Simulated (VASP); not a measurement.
Set up this calculation in VASP 6.6.1, as the native input.

```
Task                   : single point
Functional             : RPBE
Potentials or basis    : VASP PAW PBE potentials, release 64 (Cr_pv)
Cutoff                 : 520 eV
k mesh                 : 12 × 12 × 12
Occupations            : fermi-dirac, width 0.05 eV
Spin                   : collinear spin, antiferromagnetic start
Starting moments       : [1.5, -1.5] μB
Dipole correction      : no
Further INCAR settings : ALGO = Normal; EDIFF = 1e-06; NBANDS = 23
```

The structure of Cr lies in POSCAR:

```
Cr
1.0
    0.0000000000      2.4610567723      2.4610567723
    2.4610567723      0.0000000000      2.4610567723
    2.4610567723      2.4610567723      0.0000000000
Cr
2
Direct
    0.0000000000      0.0000000000      0.0000000000
    0.5000000000      0.5000000000      0.5000000000
```

These files were run (other wordings do the same):

INCAR

```
SYSTEM = Cr
ALGO = Normal
EDIFF = 1E-6
ENCUT = 520
GGA = RP
ISIF = 2
ISMEAR = -1
ISPIN = 2
LASPH = .TRUE.
LCHARG = .FALSE.
LMAXMIX = 4
LORBIT = 11
LREAL = .FALSE.
LWAVE = .FALSE.
MAGMOM = 1.5 -1.5
NBANDS = 23
NELM = 150
PREC = Accurate
SIGMA = 0.05
```

KPOINTS

```
k-points
0
G
  12 12 12
  0 0 0
```

Potentials or basis: VASP PAW PBE potentials, release 64 (Cr_pv).

The run is started by

```sh
$ cat potpaw_PBE.64/Cr_pv/POTCAR > POTCAR
$ mpirun -np 1 vasp_std > vasp.out
```

It gave:

- Pressure: 0.4 GPa
- Band gap on the k mesh: zero (filled and empty bands overlap)
- Net moment: 0.00 μB per cell
- Site moments: Cr +2.52, -2.52 μB
- Valence electrons inside the program's atomic spheres: Cr 10.86

Caveat: the PAW data sets were made with another functional, which shifts forces and pressure a little.

Wall time 96 s on 1 thread of Intel Xeon 6975P-C (shared host), peak memory 0.21 GiB.
